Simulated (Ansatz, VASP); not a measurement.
Two plane-wave programs on KSr

INCAR

```
SYSTEM = KSr
ALGO = Fast
EDIFF = 1E-6
EDIFFG = -0.04
ENCUT = 600
GGA = PE
IBRION = 2
ISIF = 3
ISMEAR = 0
LASPH = .TRUE.
LCHARG = .FALSE.
LREAL = .FALSE.
LWAVE = .FALSE.
NELM = 80
NSW = 90
PREC = Accurate
SIGMA = 0.1
```

KPOINTS

```
k-points
0
G
  6 6 2
  0 0 0
```

Contents of POSCAR:

```
KSr
1.0
    4.7886092938      0.0000000000      0.0000000000
   -2.3943046468      4.1470572972      0.0000000000
    0.0000000000      0.0000000000      7.6687926476
K Sr
2 2
Direct
    0.3333333333      0.6666666667      0.0000000000
    0.6666666667      0.3333333333      0.5000000000
    0.3333333333      0.6666666667      0.3821000000
    0.6666666667      0.3333333333      0.8821000000
```

Input for Ansatz:

```yaml
crystal:
  lattice:
    - [4.7886092938, 0.0, 0.0]
    - [-2.3943046468, 4.1470572972, 0.0]
    - [0.0, 0.0, 7.6687926476]
  atoms:
    - { symbol: K, position: [0.3333333333, 0.6666666667, 0.0] }
    - { symbol: K, position: [0.6666666667, 0.3333333333, 0.5] }
    - { symbol: Sr, position: [0.3333333333, 0.6666666667, 0.3821] }
    - { symbol: Sr, position: [0.6666666667, 0.3333333333, 0.8821] }
basis:
  ecutwfc: 420
kpoints:
  mp_grid: { grid: [6, 6, 2] }
hamiltonian:
  xc: pbe
scf:
  occupations: { method: gaussian, width: 0.1 }
  lower_state_search: "off"
output:
  forces: true
  stress: true
  eigenvalues: true
relax:
  adjacent_minimum: "off"
  f_tol: 0.04
  max_steps: 70
  cell: { stress_tol: 0.4 }
```

Alike in both runs: task relaxation of cell and atoms; functional PBE; k mesh 6 × 6 × 2; occupations gaussian, width 0.1 eV; no spin polarisation.

```csv
,VASP,Ansatz
version,VASP 6.6.1,Ansatz 0.2.0
potentials or method,"VASP PAW PBE potentials, release 64 (K_sv, Sr_sv), cutoff 600 eV","scalar-relativistic, plane waves, PAW"
valence electrons in the cell,38,38
```

VASP gave:

* gap on the k mesh at the Fermi level, each at its own relaxed structure (eV): none
* relaxed volume (Å³/atom): 111.91
* relaxed cell length with the largest relative difference (Å): 11.139

Question: Estimate Ansatz's values.

Answer: gap on the k mesh at the Fermi level, each at its own relaxed structure (eV): none; relaxed volume (Å³/atom): 64.43; relaxed cell length with the largest relative difference (Å): 16.130.

A gap of «none» marks a metal or a gap that the smearing closes. One of these differences is far larger than is usual between the two programs; its cause wasn't traced.

The k mesh is coarse, so the values compare programs but aren't converged. Noted on VASP's run: the volume moved by over 15 % at a fixed basis, so the end points are rough.
